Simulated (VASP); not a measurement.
Input of a VASP 6.6.1 run:

The input INCAR:

```
SYSTEM = In
ALGO     = Fast           ! electronic algorithm
EDIFF    = 1E-7           ! SCF threshold, eV
ENCUT    = 520            ! plane-wave cutoff, eV
GGA      = PS             ! functional
ISIF     = 2              ! what is computed and relaxed
ISMEAR   = 0              ! smearing method
LASPH    = .TRUE.         ! aspherical terms in the spheres
LCHARG   = .FALSE.        ! write CHGCAR
LREAL    = .FALSE.        ! projectors in reciprocal space
LWAVE    = .FALSE.        ! write WAVECAR
NBANDS   = 12             ! bands
NELM     = 60             ! most SCF steps
PREC     = Accurate       ! precision mode
SIGMA    = 0.15           ! smearing width, eV
```

Contents of KPOINTS:

```
k-points
0
G
  20 20 20
  0 0 0
```

File POSCAR:

```
In
1.0
   -1.6505422500      1.6505422500      2.5481685000
    1.6505422500     -1.6505422500      2.5481685000
    1.6505422500      1.6505422500     -2.5481685000
In
1
Direct
    0.0000000000      0.0000000000      0.0000000000
```

Potentials or basis: VASP PAW PBE potentials, release 64 (In_d).

The run is started by

```sh
$ cat potpaw_PBE.64/In_d/POTCAR > POTCAR
$ mpirun -np 1 vasp_std > vasp.out
```

(1) What does it give for the pressure?

Results:

(1) -3.0 GPa.

Caveat: the cell differs from its parent crystal (strain +0.015 along x and y, +0.030 along z); the PAW data sets were made with another functional, which shifts forces and pressure a little.
